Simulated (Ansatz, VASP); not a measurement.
# One calculation of V3P4, two programs

```
V P
1.0
    -6.03878    0.00000    2.46623
     0.00000    0.00000    4.93246
     0.00000    7.34325    2.46623
V P
6 8
Direct
  0.50376 0.15907 0.16458
  0.49624 0.82741 0.83542
  0.99624 0.91283 0.66458
  0.00376 0.57365 0.33542
  0.00000 0.25000 0.00000
  0.50000 0.50000 0.50000
  0.83480 0.83930 0.99980
  0.16520 0.67390 0.00020
  0.66520 0.92410 0.49980
  0.33480 0.08910 0.50020
  0.32020 0.42500 0.84560
  0.67980 0.59080 0.15440
  0.17980 0.99520 0.34560
  0.82020 0.52060 0.65440
```

Alike in both runs: task single point; functional PBEsol; k mesh 6 × 6 × 6; occupations fermi-dirac, width 0.0557 eV; no spin polarisation.

```csv
,VASP,Ansatz
version,VASP 6.6.1,Ansatz 0.2.0
potentials or method,"VASP PAW PBE potentials, release 64 (V_sv, P), cutoff 520 eV",PAW plane waves
valence electrons in the cell,118,118
```

|  | VASP | Ansatz | Ansatz less VASP |
| --- | --- | --- | --- |
| pressure (GPa) | -8.3 | -8.2 | +0.05 |
| rms of the force components (eV/Å) | 2.914 | 2.945 | +0.0306 |

VASP's potentials were made for PBE, not for PBEsol. The functional is the same, so the differences come from potentials, cutoffs and numerics.
